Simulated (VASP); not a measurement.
A run of VASP 6.6.1 is set up as follows.

The input INCAR:

```
SYSTEM = Pd
  PREC = Accurate
  ENCUT = 500
  EDIFF = 1E-6
  ISMEAR = -1
  SIGMA = 0.15
  LREAL = .False.
  LASPH = .True.
  NELM = 120
  ALGO = Normal
  ISIF = 2
  LWAVE = .False.
  LCHARG = .True.
  GGA = PE
  LELF = .True.
  LVHAR = .True.
  NBANDS = 11
  GGA_COMPAT = .False.
```

The input KPOINTS:

```
Automatic mesh
0
Gamma
  12 12 12
  0 0 0
```

The input POSCAR:

```
Pd
1.0
    0.0000000000      1.9465000000      1.9465000000
    1.9465000000      0.0000000000      1.9465000000
    1.9465000000      1.9465000000      0.0000000000
Pd
1
Direct
    0.0000000000      0.0000000000      0.0000000000
```

Potentials or basis: VASP PAW PBE potentials, release 64 (Pd).

Command:

```bash
$ cat potpaw_PBE.64/Pd/POTCAR > POTCAR
$ mpirun -np 1 vasp_std > vasp.out
```

What does it give for the pressure?

7.4 GPa.

Estimate the band gap on the k mesh.

zero (band 5 reaches 10.07 eV, above the bottom of band 6 at 8.48 eV).
